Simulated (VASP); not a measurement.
A run of VASP 6.6.1:

Contents of INCAR:

```
SYSTEM = CSO
PREC = Accurate
ENCUT = 520
EDIFF = 1E-6
ISMEAR = -1
SIGMA = 0.05
LREAL = Auto
LASPH = .TRUE.
NELM = 100
ALGO = Normal
ISIF = 2
LWAVE = .FALSE.
LCHARG = .FALSE.
GGA = PE
IVDW = 12
NBANDS = 101
```

File KPOINTS:

```
Automatic mesh
0
G
  1 1 1
  0 0 0
```

File POSCAR:

```
CSO
1.0
    9.0734730000      0.0000000000      0.0000000000
    0.0000000000      9.0734730000      0.0000000000
    0.0000000000      0.0000000000      9.0734730000
O C S
10 10 10
Direct
    0.7880047111      0.7996711827      0.1286590734
    0.1032618616      0.6891921165      1.0307221506
   -0.0435587192      0.4258442122      0.5557958420
    1.0484197052      1.0705252224      1.0676294387
    0.7063603271      0.1630850911      0.1414706776
    0.6003583482      0.0136099759      0.7999400487
    0.3383409683      0.1256526504      0.3072233003
    0.8649652700      0.4338903041      0.9129122032
    0.0348485922      0.8655069446      0.4136851120
    0.3380737219      0.2582851962      0.9283702396
    0.7481461455      0.7378628140      0.2339135579
    0.1517747755      0.6486166591      0.9185822099
   -0.0099811424      0.4096075222      0.4324772868
    1.0210814948      1.0363225777      0.9467537992
    0.7114808491      0.1411464097      0.2682083702
    0.5254408921     -0.0375929358      0.8910741591
    0.3231548041      0.1609932754      0.4300861467
    0.7738612618      0.5004141709      0.8509196631
    0.1488517915      0.8066479201      0.4031132322
    0.3851448874      0.3431995491      1.0131116964
    0.6968747272      0.6548433687      0.3763945420
    0.2157391250      0.5945115266      0.7679920997
    0.0336678247      0.3882140251      0.2671856185
    0.9854132187      0.9905532333      0.7841864875
    0.7166312780      0.1131919629      0.4387318134
    0.4236183556     -0.1062566844      1.0124645281
    0.3031174692      0.2056529890      0.5956856827
    0.6517313995      0.5912879721      0.7697089928
    0.3021152571      0.7282441269      0.3889932714
    0.4492634992      0.4576109213      1.1254276567
```

Potentials or basis: VASP PAW PBE potentials, release 64 (O, C, S).

Run with:

```bash
$ cat potpaw_PBE.64/O/POTCAR potpaw_PBE.64/C/POTCAR potpaw_PBE.64/S/POTCAR > POTCAR
$ mpirun -np 1 vasp_gam > vasp.out
```

Hardware: 1 thread of Intel(R) Xeon(R) Platinum 8259CL CPU @ 2.50GHz (Skylake/Cascade Lake), on a shared host.

How long does it take, and how much memory?

It took 2.3 min on 1 thread of Intel(R) Xeon(R) Platinum 8259CL CPU @ 2.50GHz (Skylake/Cascade Lake), with other jobs on the host, peak memory 0.69 GiB. Counts: scf iterations 18, k points 1.
